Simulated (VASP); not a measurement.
# CuO (Cccm) in VASP: further runs

CuO is run at these levels: RPBE; tasks: single point.

All numbers are computed with VASP 6.6.1; they aren't measurements. Logs are shortened: lines on timing, memory, paths and dates and some standing lists are left out, and cuts for length are marked.

## Step 1: The cell of the first run

It takes space group Cccm (No. 66, orthorhombic). The conventional cell has a = 3.901 Å, b = 4.219 Å, c = 5.051 Å, α = 90.00°, β = 90.00°, γ = 90.00°. Cu (site symmetry 2/m) has 4 O at 1.91 Å within 2.5 Å. O (site symmetry 222) has 4 Cu at 1.91 Å and 2 O at 2.53 Å within 2.6 Å.

## Step 2: Single point, RPBE

INCAR

```
SYSTEM = CuO
PREC = Accurate
ENCUT = 520
EDIFF = 1E-6
ISMEAR = -1
SIGMA = 0.05
LREAL = .FALSE.
LASPH = .TRUE.
NELM = 80
ALGO = Normal
ISIF = 2
LWAVE = .FALSE.
LCHARG = .FALSE.
GGA = RP
NBANDS = 25
```

KPOINTS

```
Automatic mesh
0
G
  9 9 5
  0 0 0
```

POSCAR

```
CuO
1.0
    1.9503245957     -2.1095876644      0.0000000000
    1.9503245957      2.1095876644      0.0000000000
    0.0000000000      0.0000000000      5.0506754463
Cu O
2 2
Direct
    0.5000000000      0.0000000000      0.0000000000
    0.0000000000      0.5000000000      0.5000000000
    0.5000000000      0.5000000000      0.2500000000
    0.5000000000      0.5000000000      0.7500000000
```

Potentials or basis: VASP PAW PBE potentials, release 64 (Cu, O).

Started as:

```bash
$ cat potpaw_PBE.64/Cu/POTCAR potpaw_PBE.64/O/POTCAR > POTCAR
$ mpirun -np 1 vasp_std > vasp.out
```

OUTCAR:

```text
SYSTEM = CuO
   PREC = Accurate
   ENCUT = 520
   EDIFF = 1E-6
   ISMEAR = -1
   LREAL = .FALSE.
   LASPH = .TRUE.
   NELM = 80
   ISIF = 2
   GGA = RP

 ion  position               nearest neighbor table
   1  0.500  0.000  0.000-   3 1.91   4 1.91   3 1.91   4 1.91
   2  0.000  0.500  0.500-   3 1.91   4 1.91   3 1.91   4 1.91
   3  0.500  0.500  0.250-   1 1.91   2 1.91   1 1.91   2 1.91
   4  0.500  0.500  0.750-   1 1.91   2 1.91   1 1.91   2 1.91

  LATTYP: Found a base centered orthorhombic cell.
 ALAT       =     3.9006491914
 B/A-ratio  =     1.0816597755
 C/A-ratio  =     1.2948294498

  Lattice vectors:

 A1 = (   1.9503245957,  -2.1095876644,   0.0000000000)
 A2 = (   1.9503245957,   2.1095876644,   0.0000000000)
 A3 = (   0.0000000000,   0.0000000000,   5.0506754463)

Analysis of symmetry for initial positions (statically):
=====================================================================
 Subroutine PRICEL returns:
 Original cell was already a primitive cell.

 Routine SETGRP: Setting up the symmetry group for a
 base centered orthorhombic supercell.

 Subroutine GETGRP returns: Found  8 space group operations
 (whereof  4 operations were pure point group operations)
 out of a pool of  8 trial point group operations.

The static configuration has the point symmetry C_2h.
 The point group associated with its full space group is D_2h.

Analysis of symmetry for dynamics (positions and initial velocities):
=====================================================================
 Subroutine PRICEL returns:
 Original cell was already a primitive cell.

 Routine SETGRP: Setting up the symmetry group for a
 base centered orthorhombic supercell.

 Subroutine GETGRP returns: Found  8 space group operations
 (whereof  4 operations were pure point group operations)
 out of a pool of  8 trial point group operations.

The dynamic configuration has the point symmetry C_2h.
 The point group associated with its full space group is D_2h.

 Subroutine INISYM returns: Found  8 space group operations
 (whereof  4 operations are pure point group operations),
 and found     1 'primitive' translations

----------------------------------------------------------------------------------------

                                     Primitive cell

  volume of cell :      41.5608

  direct lattice vectors                    reciprocal lattice vectors
     1.950324596 -2.109587664  0.000000000     0.256367582 -0.237013142  0.000000000
     1.950324596  2.109587664  0.000000000     0.256367582  0.237013142  0.000000000
     0.000000000  0.000000000  5.050675446     0.000000000  0.000000000  0.197993320

  length of vectors
     2.872999503  2.872999503  5.050675446     0.349141184  0.349141184  0.197993320

  position of ions in fractional coordinates (direct lattice)
     0.500000000  0.000000000  0.000000000
     0.000000000  0.500000000  0.500000000
     0.500000000  0.500000000  0.250000000
     0.500000000  0.500000000  0.750000000

  ion indices of the primitive-cell ions
   primitive index   ion index
                 1           1
                 2           2
                 3           3
                 4           4

----------------------------------------------------------------------------------------

 KPOINTS: Automatic mesh

Automatic generation of k-mesh.
 Grid dimensions read from file:
 generate k-points for:    9    9    5

 Generating k-lattice:

  Cartesian coordinates                     Fractional coordinates (reciprocal lattice)
     0.028485287 -0.026334794  0.000000000     0.111111111  0.000000000  0.000000000
     0.028485287  0.026334794  0.000000000     0.000000000  0.111111111  0.000000000
     0.000000000  0.000000000  0.039598664     0.000000000  0.000000000  0.200000000

  Length of vectors
     0.038793465  0.038793465  0.039598664

  Shift w.r.t. Gamma in fractional coordinates (k-lattice)
     0.000000000  0.000000000  0.000000000

 Subroutine IBZKPT returns following result:
 ===========================================

 Found     75 irreducible k-points:

 Following reciprocal coordinates:
            Coordinates               Weight
  0.000000  0.000000  0.000000      1.000000
  0.111111  0.000000  0.000000      4.000000
  0.222222  0.000000  0.000000      4.000000
  0.333333  0.000000  0.000000      4.000000
  0.444444  0.000000  0.000000      4.000000
  0.111111  0.111111  0.000000      2.000000
[... 16 lines left out ...]
 -0.333333  0.333333  0.000000      2.000000
  0.444444  0.444444  0.000000      2.000000
 [... further k-points ...]
   k-points           NKPTS =     75   k-points in BZ     NKDIM =     75   number of bands    NBANDS=     25
   number of dos      NEDOS =    301   number of ions     NIONS =      4
   total plane-waves  NPLWV =  23040
   dimension x,y,z NGX =    24 NGY =   24 NGZ =   40
   dimension x,y,z NGXF=    48 NGYF=   48 NGZF=   80
   ions per type =               2   2
   NGX,Y,Z   is equivalent  to a cutoff of  13.89, 13.89, 13.17 a.u.
   NGXF,Y,Z  is equivalent  to a cutoff of  27.78, 27.78, 26.33 a.u.
 SYSTEM =  CuO
   PREC   = accura    normal or accurate (medium, high low for compatibility)
   ISTART =      0    job   : 0-new  1-cont  2-samecut
   ICHARG =      2    charge: 1-file 2-atom 10-const
   ISPIN  =      1    spin polarized calculation?
   LNONCOLLINEAR =      F non collinear calculations
   LSORBIT =      F    spin-orbit coupling
   LASPH  =      T    aspherical Exc in radial PAW
   ENCUT  =  520.0 eV  38.22 Ry    6.18 a.u.   5.34  5.34  9.39*2*pi/ulx,y,z
   NELM   =     80;   NELMIN=  2; NELMDL= -5     # of ELM steps
   EDIFF  = 0.1E-05   stopping-criterion for ELM
   LREAL  =      F    real-space projection
   EDIFFG = 0.1E-04   stopping-criterion for IOM
   NSW    =      0    number of steps for IOM
   IBRION =     -1    ionic relax: 0-MD 1-quasi-New 2-CG
   NFREE  =      0    steps in history (QN), initial steepest desc. (CG)
   ISIF   =      2    stress and relaxation
   ISYM   =      2    0-nonsym 1-usesym 2-fastsym
   POTIM  = 0.5000    time-step for ionic-motion
   TEBEG  =    0.0;   TEEND  =   0.0 temperature during run
   PSTRESS=    0.0 pullay stress
   NELECT =      34.0000    total number of electrons
   NUPDOWN=      -1.0000    fix difference up-down
   EMIN   =  10.00;   EMAX   =-10.00  energy-range for DOS
   EFERMI =   0.00;   METHOD = LEGACY
   ISMEAR =    -1;   SIGMA  =   0.05  broadening in eV -4-tet -1-fermi 0-gaus
   EFERMI_NEDOS =   21; number of points for ismear=-14 and -15
   IALGO  =     38    algorithm
   IMIX   =      4    mixing-type and parameters
     AMIX     =   0.40;   BMIX     =  1.00
     AMIX_MAG =   1.60;   BMIX_MAG =  1.00
  volume/ion in A,a.u.               =      10.39        70.12
  Fermi-wavevector in a.u.,A,eV,Ry     =   1.531110  2.893379 31.896123  2.344299
  Thomas-Fermi vector in A             =   2.638500
   LORBIT       =      0    0 simple, 1 ext, 2 COOP (PROOUT), +10 PAW based schemes
   GGA     = RP    functional components
   LHFCALC =     F    Hartree Fock is set to
   AEXX    =    0.0000 exact exchange contribution
   IVDW    =     0    specifies the selected vdW correction
   LEPSILON=     F    determine dielectric tensor
   LRPA    =     F    only Hartree local field effects (RPA)
 non-spin polarized calculation
  energy-cutoff  :      520.00
  volume of cell :       41.56
 maximum number of plane-waves:      1151
 NGX is ok and might be reduce to    24
   NGX = 11   NGY = 11   NGZ = 19

 number of electron      33.9999970 magnetization

 Free energy of the ion-electron system (eV)
  ---------------------------------------------------
  ext. energy  EPLUGINS =         0.00000000
  ---------------------------------------------------
  free energy    TOTEN  =       -17.77681640 eV

  energy without entropy =      -17.75777437  energy(sigma->0) =      -17.76729539

 E-fermi :   5.8981     XC(G=0): -11.4655

 val. band max:        5.8911217498   @ k =   0.2222   0.1111   0.0000
 cond. band min:       5.9528537743   @ k =   0.4444   0.0000   0.2000
 fundamental gap:      0.0617320246
 Fermi energy:         5.8980868908

 k-point     1 :       0.0000    0.0000    0.0000
  band No.  band energies     occupation
      1     -14.5609      2.00000
      2     -13.1097      2.00000
      3      -2.8027      2.00000
      4      -0.0397      2.00000
      5       0.1301      2.00000
      6       1.8427      2.00000
[... 17 lines left out ...]
     24      21.0079      0.00000
     25      21.1937      0.00000

 k-point     2 :       0.1111    0.0000    0.0000
  band No.  band energies     occupation
      1     -14.4885      2.00000
      2     -13.0886      2.00000
      3      -2.6829      2.00000
      4      -0.0679      2.00000
      5       0.1236      2.00000
      6       1.1483      2.00000
[... 17 lines left out ...]
     24      21.1819      0.00000
     25      21.2635      0.00000

 k-point     3 :       0.2222    0.0000    0.0000
  band No.  band energies     occupation
      1     -14.2988      2.00000
      2     -13.0352      2.00000
      3      -2.3642      2.00000
      4      -0.1641      2.00000
      5      -0.0104      2.00000
      6       0.1819      2.00000
[... 17 lines left out ...]
     24      21.1089      0.00000
     25      21.5449      0.00000

 k-point     4 :       0.3333    0.0000    0.0000
  band No.  band energies     occupation
      1     -14.0688      2.00000
      2     -12.9734      2.00000
      3      -1.9713      2.00000
      4      -1.0388      2.00000
      5      -0.2115      2.00000
      6       0.2776      2.00000
[... 17 lines left out ...]
     24      20.2143      0.00000
     25      21.2744      0.00000
[... 477 lines left out ...]
 k-point    22 :      -0.4444    0.3333    0.0000
  band No.  band energies     occupation
      1     -13.4791      2.00000
      2     -12.8438      2.00000
      3      -1.3135      2.00000
      4      -0.7593      2.00000
      5      -0.6105      2.00000
      6       0.1277      2.00000
[... 17 lines left out ...]
     24      18.4232      0.00000
     25      19.1434      0.00000

 k-point    23 :      -0.3333    0.3333    0.0000
  band No.  band energies     occupation
      1     -13.6310      2.00000
      2     -12.8775      2.00000
      3      -1.0893      2.00000
      4      -0.8891      2.00000
      5      -0.5229      2.00000
      6       0.0646      2.00000
[... 17 lines left out ...]
     24      18.8819      0.00000
     25      19.5849      0.00000

 k-point    24 :       0.4444    0.4444    0.0000
  band No.  band energies     occupation
      1     -13.3323      2.00000
      2     -12.8138      2.00000
      3      -1.3553      2.00000
      4      -1.0410      2.00000
      5      -0.3887      2.00000
      6       0.1882      2.00000
[... 17 lines left out ...]
     24      17.9474      0.00000
     25      17.9490      0.00000

 [... further k-points ...]
[... 5 lines left out ...]
  --------------------------------------------------------------------------------------
  -------------------------------------------------------------------------------------
  Total        4.3678261      4.4996947      5.9348010      0.0000000      0.0000000      0.0000000
  in kB      168.3805770    173.4641367    228.7877727      0.0000000      0.0000000      0.0000000
  external PRESSURE =     190.2108288 kB  Pullay stress =       0.0000000 kB

 VOLUME and BASIS-vectors are now :
 -----------------------------------------------------------------------------
  energy-cutoff  :      520.00
  volume of cell :       41.56
      direct lattice vectors                 reciprocal lattice vectors
     1.950324596 -2.109587664  0.000000000     0.256367582 -0.237013142  0.000000000
     1.950324596  2.109587664  0.000000000     0.256367582  0.237013142  0.000000000
     0.000000000  0.000000000  5.050675446     0.000000000  0.000000000  0.197993320

 POSITION                                       TOTAL-FORCE (eV/Angst)
 -----------------------------------------------------------------------------------
      0.97516     -1.05479      0.00000         0.000000     -0.000000     -0.000000
      0.97516      1.05479      2.52534        -0.000000     -0.000000     -0.000000
      1.95032      0.00000      1.26267        -0.000000      0.000000     -0.000000
      1.95032      0.00000      3.78801        -0.000000      0.000000      0.000000
 -----------------------------------------------------------------------------------
    total drift:                                0.000000     -0.000000     -0.000000

  FREE ENERGIE OF THE ION-ELECTRON SYSTEM (eV)
  ---------------------------------------------------
  free  energy   TOTEN  =       -17.7768163959 eV

  energy  without entropy=      -17.7577743741  energy(sigma->0) =      -17.76729539
```

Run time: 42 s. Hardware: 1 thread of Intel Xeon Platinum 8488C (Sapphire Rapids), shared host; peak memory 0.2 GiB.

What came out:

| Item | Value |
| --- | --- |
| Free energy | -17.7768 eV |
| Pressure | 19.0 GPa |
| Band gap on the k mesh | zero (bands 17 and 18 overlap by 0.90 eV) |

Caveat: the cell stands under pressure; the PAW data sets were made with another functional, which shifts forces and pressure a little; semilocal functionals often make such compounds metallic where correlation or magnetic order opens a gap, which also shifts bond lengths.

## Step 3: Single point, RPBE

This run uses another cell than the first one, of 10.61 Å³/atom.

INCAR

```
SYSTEM = CuO
  ALGO = Normal
  EDIFF = 1E-6
  ENCUT = 520
  GGA = RP
  ISIF = 2
  ISMEAR = -1
  LASPH = .TRUE.
  LCHARG = .TRUE.
  LELF = .TRUE.
  LREAL = .FALSE.
  LVHAR = .TRUE.
  LWAVE = .FALSE.
  NBANDS = 25
  NELM = 60
  PREC = Accurate
  SIGMA = 0.05
```

KPOINTS

```
k-points
0
G
  9 9 5
  0 0 0
```

POSCAR

```
CuO
1.0
    1.9640597285     -2.1244444051      0.0000000000
    1.9640597285      2.1244444051      0.0000000000
    0.0000000000      0.0000000000      5.0862447552
Cu O
2 2
Direct
    0.5000000000      0.0000000000      0.0000000000
    0.0000000000      0.5000000000      0.5000000000
    0.5000000000      0.5000000000      0.2500000000
    0.5000000000      0.5000000000      0.7500000000
```

Potentials or basis: VASP PAW PBE potentials, release 64 (Cu, O).

Started as:

```bash
$ cat potpaw_PBE.64/Cu/POTCAR potpaw_PBE.64/O/POTCAR > POTCAR
$ mpirun -np 1 vasp_std > vasp.out
```

It took 49 s on 1 thread of Intel Xeon Platinum 8488C (Sapphire Rapids), shared host; peak memory 0.2 GiB.

The run converged. Its results:

| Item | Value |
| --- | --- |
| Free energy | -17.8713 eV |
| Pressure | 14.6 GPa |
| Band gap on the k mesh | zero (bands 17 and 18 overlap by 0.88 eV) |

Stress tensor (GPa, compression positive):
```
13.18  0.00  0.00
 0.00 13.31  0.00
 0.00  0.00 17.36
```

Levels at points of the mesh, in eV from the Fermi level:
| k point | band 13 | band 14 | band 15 | band 16 | band 17 | band 18 | band 19 | band 20 | band 21 | band 22 |
| --- | --- | --- | --- | --- | --- | --- | --- | --- | --- | --- |
| (0.00, 0.00, 0.00) | -2.51 | -2.49 | -2.43 | -1.99 | 0.61 | 0.81 | 1.59 | 6.25 | 7.58 | 13.64 |

Caveat: the cell stands under pressure; the PAW data sets were made with another functional, which shifts forces and pressure a little; semilocal functionals often make such compounds metallic where correlation or magnetic order opens a gap, which also shifts bond lengths.
